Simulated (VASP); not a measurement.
A run of VASP 6.6.1:

The input POSCAR:

```
MgS
1.0
    0.0000000000      2.6229600295      2.6229600295
    2.6229600295      0.0000000000      2.6229600295
    2.6229600295      2.6229600295      0.0000000000
S Mg
1 1
Direct
    0.5000000000      0.5000000000      0.5000000000
    0.0000000000      0.0000000000      0.0000000000
```

Contents of INCAR.step1:

```
  PREC = Accurate
  ENCUT = 520
  EDIFF = 1E-5
  ISMEAR = -1
  SIGMA = 0.05
  LREAL = F
  LASPH = T
  NELM = 60
  ALGO = Normal
  ISIF = 2
  LWAVE = T
  LCHARG = F
  GGA = PE
  NBANDS = 11
```

Contents of INCAR.step2:

```
  PREC = Accurate
  ENCUT = 520
  EDIFF = 1E-6
  ISMEAR = -1
  SIGMA = 0.05
  LREAL = F
  LASPH = T
  NELM = 60
  ALGO = Normal
  ISIF = 2
  LWAVE = F
  LCHARG = F
  GGA = B3
  LHFCALC = T
  AEXX = 0.2
  AGGAX = 0.72
  AGGAC = 0.81
  ALDAC = 0.19
  PRECFOCK = Normal
  ISTART = 1
  NBANDS = 11
```

KPOINTS

```
regular mesh
0
Gamma
  5 5 5
```

Potentials or basis: VASP PAW PBE potentials, release 64 (S, Mg).

Run with:

```sh
$ cat potpaw_PBE.64/S/POTCAR potpaw_PBE.64/Mg/POTCAR > POTCAR
$ cp INCAR.step1 INCAR
$ mpirun -np 1 vasp_std > vasp.out
$ cp INCAR.step2 INCAR
$ mpirun -np 1 vasp_std > vasp.out
```

Hardware: 1 thread of AMD EPYC 7R13 Processor (Zen 3), on a shared host.

Problem. Estimate the wall time of this run.

Solution. Run time: 13 min on 1 thread of AMD EPYC 7R13 Processor (Zen 3), on a shared host, peak memory 0.14 GiB. Counts: k points 10.
